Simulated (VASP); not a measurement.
# Hf (Im-3m) in VASP: a series of runs

Hf is run at these levels: LDA; tasks: single point, relaxation of cell and atoms.

Program: VASP 6.6.1. These are calculated values, not measurements. Logs are shortened: lines on timing, memory, paths and dates and some standing lists are left out, and cuts for length are marked.

## (1) The cell of the first run

The structure is cubic, space group Im-3m (No. 229). Conventional cell: a = 3.490 Å, b = 3.490 Å, c = 3.490 Å, α = 90.00°, β = 90.00°, γ = 90.00°. Hf (site symmetry m-3m) has 14 Hf at 3.02 to 3.49 Å within 4.0 Å.

## (2) Single point, LDA (volume scaled by 1.04)

The input, INCAR:

```
PREC = Accurate
ENCUT = 520
EDIFF = 1E-6
ISMEAR = -1
SIGMA = 0.1
LREAL = False
LASPH = True
NELM = 80
ALGO = Normal
ISIF = 2
LWAVE = False
LCHARG = True
GGA = CA
LELF = True
LVHAR = True
NBANDS = 11
```

The input, KPOINTS:

```
regular mesh
0
Gamma
  14 14 14
```

The input, POSCAR:

```
Hf
1.0
   -1.7451667905      1.7451667905      1.7451667905
    1.7451667905     -1.7451667905      1.7451667905
    1.7451667905      1.7451667905     -1.7451667905
Hf
1
Direct
    0.0000000000      0.0000000000      0.0000000000
```

Potentials or basis: VASP PAW LDA potentials, release 64 (Hf_pv).

Started as:

```sh
$ cat potpaw_LDA.64/Hf_pv/POTCAR > POTCAR
$ mpirun -np 1 vasp_std > vasp.out
```

OUTCAR:

```text
PREC = Accurate
   ENCUT = 520
   EDIFF = 1E-6
   ISMEAR = -1
   LREAL = False
   LASPH = True
   NELM = 80
   ISIF = 2
   GGA = CA

 ion  position               nearest neighbor table
   1  0.000  0.000  0.000-

  LATTYP: Found a body centered cubic cell.
 ALAT       =     3.4903335810

  Lattice vectors:

 A1 = (  -1.7451667905,   1.7451667905,   1.7451667905)
 A2 = (   1.7451667905,  -1.7451667905,   1.7451667905)
 A3 = (   1.7451667905,   1.7451667905,  -1.7451667905)

Analysis of symmetry for initial positions (statically):
=====================================================================
 Subroutine PRICEL returns:
 Original cell was already a primitive cell.

 Routine SETGRP: Setting up the symmetry group for a
 body centered cubic supercell.

 Subroutine GETGRP returns: Found 48 space group operations
 (whereof 48 operations were pure point group operations)
 out of a pool of 48 trial point group operations.

The static configuration has the point symmetry O_h .

Analysis of symmetry for dynamics (positions and initial velocities):
=====================================================================
 Subroutine PRICEL returns:
 Original cell was already a primitive cell.

 Routine SETGRP: Setting up the symmetry group for a
 body centered cubic supercell.

 Subroutine GETGRP returns: Found 48 space group operations
 (whereof 48 operations were pure point group operations)
 out of a pool of 48 trial point group operations.

The dynamic configuration has the point symmetry O_h .

 Subroutine INISYM returns: Found 48 space group operations
 (whereof 48 operations are pure point group operations),
 and found     1 'primitive' translations

----------------------------------------------------------------------------------------

                                     Primitive cell

  volume of cell :      21.2604

  direct lattice vectors                    reciprocal lattice vectors
    -1.745166790  1.745166790  1.745166790     0.000000000  0.286505567  0.286505567
     1.745166790 -1.745166790  1.745166790     0.286505567  0.000000000  0.286505567
     1.745166790  1.745166790 -1.745166790     0.286505567  0.286505567  0.000000000

  length of vectors
     3.022717549  3.022717549  3.022717549     0.405180058  0.405180058  0.405180058

  position of ions in fractional coordinates (direct lattice)
     0.000000000  0.000000000  0.000000000

  ion indices of the primitive-cell ions
   primitive index   ion index
                 1           1

----------------------------------------------------------------------------------------

 KPOINTS: regular mesh

Automatic generation of k-mesh.
 Grid dimensions read from file:
 generate k-points for:   14   14   14

 Generating k-lattice:

  Cartesian coordinates                     Fractional coordinates (reciprocal lattice)
     0.000000000  0.020464683  0.020464683     0.071428571  0.000000000  0.000000000
     0.020464683  0.000000000  0.020464683     0.000000000  0.071428571  0.000000000
     0.020464683  0.020464683  0.000000000     0.000000000  0.000000000  0.071428571

  Length of vectors
     0.028941433  0.028941433  0.028941433

  Shift w.r.t. Gamma in fractional coordinates (k-lattice)
     0.000000000  0.000000000  0.000000000

 Subroutine IBZKPT returns following result:
 ===========================================

 Found    104 irreducible k-points:

 Following reciprocal coordinates:
            Coordinates               Weight
  0.000000  0.000000  0.000000      1.000000
  0.071429  0.000000  0.000000     12.000000
  0.142857  0.000000  0.000000     12.000000
  0.214286  0.000000  0.000000     12.000000
  0.285714  0.000000  0.000000     12.000000
  0.357143  0.000000  0.000000     12.000000
[... 16 lines left out ...]
  0.285714  0.285714  0.000000     24.000000
  0.357143  0.285714 -0.000000     24.000000
 [... further k-points ...]
   k-points           NKPTS =    104   k-points in BZ     NKDIM =    104   number of bands    NBANDS=     11
   number of dos      NEDOS =    301   number of ions     NIONS =      1
   total plane-waves  NPLWV =  13824
   dimension x,y,z NGX =    24 NGY =   24 NGZ =   24
   dimension x,y,z NGXF=    48 NGYF=   48 NGZF=   48
   ions per type =               1
   NGX,Y,Z   is equivalent  to a cutoff of  13.20, 13.20, 13.20 a.u.
   NGXF,Y,Z  is equivalent  to a cutoff of  26.40, 26.40, 26.40 a.u.
 SYSTEM =  unknown system
   PREC   = accura    normal or accurate (medium, high low for compatibility)
   ISTART =      0    job   : 0-new  1-cont  2-samecut
   ICHARG =      2    charge: 1-file 2-atom 10-const
   ISPIN  =      1    spin polarized calculation?
   LNONCOLLINEAR =      F non collinear calculations
   LSORBIT =      F    spin-orbit coupling
   LASPH  =      T    aspherical Exc in radial PAW
   ENCUT  =  520.0 eV  38.22 Ry    6.18 a.u.   5.62  5.62  5.62*2*pi/ulx,y,z
   NELM   =     80;   NELMIN=  2; NELMDL= -5     # of ELM steps
   EDIFF  = 0.1E-05   stopping-criterion for ELM
   LREAL  =      F    real-space projection
   EDIFFG = 0.1E-04   stopping-criterion for IOM
   NSW    =      0    number of steps for IOM
   IBRION =     -1    ionic relax: 0-MD 1-quasi-New 2-CG
   NFREE  =      0    steps in history (QN), initial steepest desc. (CG)
   ISIF   =      2    stress and relaxation
   ISYM   =      2    0-nonsym 1-usesym 2-fastsym
   POTIM  = 0.5000    time-step for ionic-motion
   TEBEG  =    0.0;   TEEND  =   0.0 temperature during run
   PSTRESS=    0.0 pullay stress
   NELECT =      10.0000    total number of electrons
   NUPDOWN=      -1.0000    fix difference up-down
   EMIN   =  10.00;   EMAX   =-10.00  energy-range for DOS
   EFERMI =   0.00;   METHOD = LEGACY
   ISMEAR =    -1;   SIGMA  =   0.10  broadening in eV -4-tet -1-fermi 0-gaus
   EFERMI_NEDOS =   21; number of points for ismear=-14 and -15
   IALGO  =     38    algorithm
   IMIX   =      4    mixing-type and parameters
     AMIX     =   0.40;   BMIX     =  1.00
     AMIX_MAG =   1.60;   BMIX_MAG =  1.00
  volume/ion in A,a.u.               =      21.26       143.47
  Fermi-wavevector in a.u.,A,eV,Ry     =   1.273165  2.405932 22.054338  1.620948
  Thomas-Fermi vector in A             =   2.406003
   LORBIT       =      0    0 simple, 1 ext, 2 COOP (PROOUT), +10 PAW based schemes
   GGA     = CA    functional components
   LHFCALC =     F    Hartree Fock is set to
   AEXX    =    0.0000 exact exchange contribution
   IVDW    =     0    specifies the selected vdW correction
   LEPSILON=     F    determine dielectric tensor
   LRPA    =     F    only Hartree local field effects (RPA)
 non-spin polarized calculation
  energy-cutoff  :      520.00
  volume of cell :       21.26
 maximum number of plane-waves:       603
   NGX = 11   NGY = 11   NGZ = 11

 number of electron      10.0000000 magnetization

 number of electron       9.9999998 magnetization

 Free energy of the ion-electron system (eV)
  ---------------------------------------------------
  ext. energy  EPLUGINS =         0.00000000
  ---------------------------------------------------
  free energy    TOTEN  =       -10.56681726 eV

  energy without entropy =      -10.50866477  energy(sigma->0) =      -10.53774102

 E-fermi :   4.7878     XC(G=0): -11.7021

 val. band max:        4.7860905590   @ k =   0.2857   0.1429   0.0714
 cond. band min:       4.8185917258   @ k =   0.2143   0.2143   0.0000
 fundamental gap:      0.0325011668
 Fermi energy:         4.7878009146

 k-point     1 :       0.0000    0.0000    0.0000
  band No.  band energies     occupation
      1     -24.6715      2.00000
      2     -24.6715      2.00000
      3     -24.6715      2.00000
      4      -2.3291      2.00000
      5       6.2831      0.00000
      6       6.2831      0.00000
      7       6.2831      0.00000
      8       9.2278      0.00000
      9       9.2278      0.00000
     10      17.3069      0.00000
     11      18.4151      0.00000

 k-point     2 :       0.0714    0.0000    0.0000
  band No.  band energies     occupation
      1     -24.7247      2.00000
      2     -24.6878      2.00000
      3     -24.6718      2.00000
      4      -2.1273      2.00000
      5       6.1425      0.00000
      6       6.2305      0.00000
      7       6.4821      0.00000
      8       9.0003      0.00000
      9       9.2251      0.00000
     10      17.3067      0.00000
     11      18.6091      0.00000

 k-point     3 :       0.1429    0.0000    0.0000
  band No.  band energies     occupation
      1     -24.8710      2.00000
      2     -24.7332      2.00000
      3     -24.6726      2.00000
      4      -1.5530      2.00000
      5       5.7775      0.00010
      6       5.9943      0.00001
      7       7.0700      0.00000
      8       8.6488      0.00000
      9       9.2384      0.00000
     10      17.3061      0.00000
     11      19.0275      0.00000

 k-point     4 :       0.2143    0.0000    0.0000
  band No.  band energies     occupation
      1     -25.0761      2.00000
      2     -24.7980      2.00000
      3     -24.6738      2.00000
      4      -0.7062      2.00000
      5       5.3094      0.01080
      6       5.5460      0.00102
      7       8.0190      0.00000
      8       8.6028      0.00000
      9       9.3134      0.00000
     10      17.3045      0.00000
     11      19.0271      0.00000
[... 239 lines left out ...]
 k-point    22 :       0.3571    0.2143    0.0000
  band No.  band energies     occupation
      1     -25.5223      2.00000
      2     -25.1455      2.00000
      3     -24.7775      2.00000
      4       2.4457      2.00000
      5       4.1796      1.99544
      6       4.9867      0.24077
      7       8.9814      0.00000
      8      10.1468      0.00000
      9      13.8081      0.00000
     10      14.1182      0.00000
     11      17.3141      0.00000

 k-point    23 :       0.2857    0.2857    0.0000
  band No.  band energies     occupation
      1     -25.4684      2.00000
      2     -25.2049      2.00000
      3     -24.7898      2.00000
      4       2.8249      2.00000
      5       4.0497      1.99875
      6       4.7178      1.33652
      7       9.2112      0.00000
      8       9.8799      0.00000
      9      13.5550      0.00000
     10      14.4081      0.00000
     11      17.3148      0.00000

 k-point    24 :       0.3571    0.2857   -0.0000
  band No.  band energies     occupation
      1     -25.4303      2.00000
      2     -25.2787      2.00000
      3     -24.7950      2.00000
      4       3.0192      2.00000
      5       4.1756      1.99562
      6       4.5525      1.82637
      7       9.4063      0.00000
      8       9.9464      0.00000
      9      12.8011      0.00000
     10      15.3780      0.00000
     11      16.8642      0.00000

 [... further k-points ...]

------------------------ aborting loop because EDIFF is reached ----------------------------------------

  FORCE on cell =-STRESS in cart. coord.  units (eV):
  Direction    XX          YY          ZZ          XY          YZ          ZX
  --------------------------------------------------------------------------------------
  -------------------------------------------------------------------------------------
  Total       -0.5220317     -0.5220317     -0.5220317      0.0000000      0.0000000     -0.0000000
  in kB      -39.3402080    -39.3402080    -39.3402080      0.0000000      0.0000000     -0.0000000
  external PRESSURE =     -39.3402080 kB  Pullay stress =       0.0000000 kB

 VOLUME and BASIS-vectors are now :
 -----------------------------------------------------------------------------
  energy-cutoff  :      520.00
  volume of cell :       21.26
      direct lattice vectors                 reciprocal lattice vectors
    -1.745166790  1.745166790  1.745166790     0.000000000  0.286505567  0.286505567
     1.745166790 -1.745166790  1.745166790     0.286505567  0.000000000  0.286505567
     1.745166790  1.745166790 -1.745166790     0.286505567  0.286505567  0.000000000

 POSITION                                       TOTAL-FORCE (eV/Angst)
 -----------------------------------------------------------------------------------
      0.00000      0.00000      0.00000        -0.000000     -0.000000     -0.000000
 -----------------------------------------------------------------------------------
    total drift:                                0.000000     -0.000000     -0.000000

  FREE ENERGIE OF THE ION-ELECTRON SYSTEM (eV)
  ---------------------------------------------------
  free  energy   TOTEN  =       -10.5668172564 eV

  energy  without entropy=      -10.5086647737  energy(sigma->0) =      -10.53774102
```

Wall time 9.5 s (1 thread of AMD EPYC 9R45 (Zen 5), shared host); peak memory 0.11 GiB.

What came out:

```
Free energy            : -10.5668 eV
Pressure               : -3.9 GPa
Band gap on the k mesh : zero (band 5 reaches 6.28 eV, above the bottom of band 6 at 4.02 eV)
```

Caveat: spin-orbit coupling is left out, which moves the levels of the heavy elements.

## (3) Single point, LDA (volume scaled by 1.08)

The input, INCAR:

```
PREC = Accurate
ENCUT = 520
EDIFF = 1E-6
ISMEAR = -1
SIGMA = 0.1
LREAL = F
LASPH = T
NELM = 100
ALGO = Normal
ISIF = 2
LWAVE = F
LCHARG = T
GGA = CA
LELF = T
LVHAR = T
NBANDS = 11
```

The input, KPOINTS:

```
Automatic mesh
0
Gamma
  14 14 14
```

The input, POSCAR:

```
Hf
1.0
   -1.7672598548      1.7672598548      1.7672598548
    1.7672598548     -1.7672598548      1.7672598548
    1.7672598548      1.7672598548     -1.7672598548
Hf
1
Direct
    0.0000000000      0.0000000000      0.0000000000
```

Potentials or basis: VASP PAW LDA potentials, release 64 (Hf_pv).

Started as:

```sh
$ cat potpaw_LDA.64/Hf_pv/POTCAR > POTCAR
$ mpirun -np 1 vasp_std > vasp.out
```

Wall time 9.5 s (1 thread of AMD EPYC 9R45 (Zen 5), shared host); peak memory 0.11 GiB.

The run converged. Its results:

| Property | Result |
| --- | --- |
| Free energy | -10.5376 eV |
| Pressure | -7.5 GPa |
| Band gap on the k mesh | zero (band 5 reaches 5.99 eV, above the bottom of band 6 at 3.79 eV) |

Levels at points of the mesh, in eV from the Fermi level:
```tsv
k point	band 2	band 3	band 4	band 5	band 6	band 7	band 8	band 9
(0.00, 0.00, 0.00)	-29.61	-29.61	-7.00	1.46	1.46	1.46	4.30	4.30
(0.50, 0.00, 0.00)	-29.89	-29.61	-3.40	-0.56	1.28	4.12	5.13	7.66
(0.50, 0.50, 0.50)	-30.22	-30.22	-2.62	-2.62	6.81	6.81	6.81	7.43
```

Caveat: spin-orbit coupling is left out, which moves the levels of the heavy elements.

## (4) Single point, LDA (volume scaled by 1.12)

The input, INCAR:

```
SYSTEM = Hf
PREC = Accurate
ENCUT = 520
EDIFF = 1E-6
ISMEAR = -1
SIGMA = 0.1
LREAL = .FALSE.
LASPH = .TRUE.
NELM = 60
ALGO = Normal
ISIF = 2
LWAVE = .FALSE.
LCHARG = .FALSE.
NBANDS = 11
```

The input, KPOINTS:

```
regular mesh
0
G
  14 14 14
  0 0 0
```

The input, POSCAR:

```
Hf
1.0
   -1.7888139285      1.7888139285      1.7888139285
    1.7888139285     -1.7888139285      1.7888139285
    1.7888139285      1.7888139285     -1.7888139285
Hf
1
Direct
    0.0000000000      0.0000000000      0.0000000000
```

Started as:

```sh
$ cat potpaw_LDA.64/Hf_pv/POTCAR > POTCAR
$ mpirun -np 1 vasp_std > vasp.out
```

Wall time 10 s (1 thread of AMD EPYC 9R45 (Zen 5), shared host); peak memory 0.11 GiB.

Results (log left out):

- Free energy: -10.4918 eV
- Pressure: -10.5 GPa
- Band gap on the k mesh: zero (band 5 reaches 5.71 eV, above the bottom of band 6 at 3.56 eV)

Levels at points of the mesh, in eV from the Fermi level:
| k point | band 2 | band 3 | band 4 | band 5 | band 6 | band 7 | band 8 | band 9 |
| --- | --- | --- | --- | --- | --- | --- | --- | --- |
| (0.00, 0.00, 0.00) | -29.75 | -29.75 | -6.89 | 1.43 | 1.43 | 1.43 | 4.15 | 4.15 |
| (0.50, 0.00, 0.00) | -30.01 | -29.76 | -3.29 | -0.51 | 1.13 | 3.96 | 4.93 | 7.33 |
| (0.50, 0.50, 0.50) | -30.30 | -30.30 | -2.47 | -2.47 | 6.53 | 6.53 | 6.53 | 7.13 |

Caveat: spin-orbit coupling is left out, which moves the levels of the heavy elements.

(Continued in part 2 of 2.)
